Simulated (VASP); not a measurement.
**WC: electric field gradients with PBEsol**

WC:

```
CELL_PARAMETERS angstrom
2.95739 0.00000 0.00000
-1.47869 2.56117 0.00000
0.00000 0.00000 2.88448
ATOMIC_POSITIONS crystal
W 0.00000 0.00000 0.00000
C 0.66667 0.33333 0.50000
```

This cell differs from its parent crystal: volume scaled by 1.06.

```
Program                : VASP 6.6.1
Task                   : electric field gradients
Functional             : PBEsol
Potentials or basis    : VASP PAW PBE potentials, release 64 (W_sv, C)
Cutoff                 : 520 eV
k mesh                 : 13 × 13 × 12
Occupations            : fermi-dirac, width 0.05 eV
Spin                   : no spin polarisation
Dipole correction      : no
Further INCAR settings : ALGO = Normal; EDIFF = 1e-08; NBANDS = 16
```

* Pressure: -20.7 GPa
* Band gap on the k mesh: zero (band 9 reaches 10.86 eV, above the bottom of band 10 at 9.67 eV)

Stress tensor (GPa, compression positive):
```
-19.64   0.00   0.00
  0.00 -19.64   0.00
  0.00   0.00 -22.94
```

Levels at points of the mesh, in eV from the Fermi level:
| k point | band 6 | band 7 | band 8 | band 9 | band 10 | band 11 | band 12 | band 13 |
| --- | --- | --- | --- | --- | --- | --- | --- | --- |
| (0.00, 0.00, 0.00) | -4.04 | -3.12 | -3.12 | 0.12 | 3.00 | 3.00 | 5.38 | 5.38 |
| (0.00, 0.00, 0.50) | -8.34 | -1.87 | -1.87 | -0.54 | -0.54 | 3.49 | 4.39 | 4.39 |

Electric field gradients, principal values (V/Å²):
```csv
atom,least,middle,greatest (by size)
1 W,62.365,62.366,-124.731
2 C,0.072,0.073,-0.146
```

It took 18 s on 1 thread of Intel(R) Xeon(R) 6975P-C (Granite Rapids) (shared host), peak memory 0.17 GiB.

Caveat: without QUAD_EFG the Cq values of the log hold for a quadrupole moment of 1 mb, not for the nuclei; the PAW data sets were made with another functional, which shifts forces and pressure a little; spin-orbit coupling is left out, which moves the levels of the heavy elements.
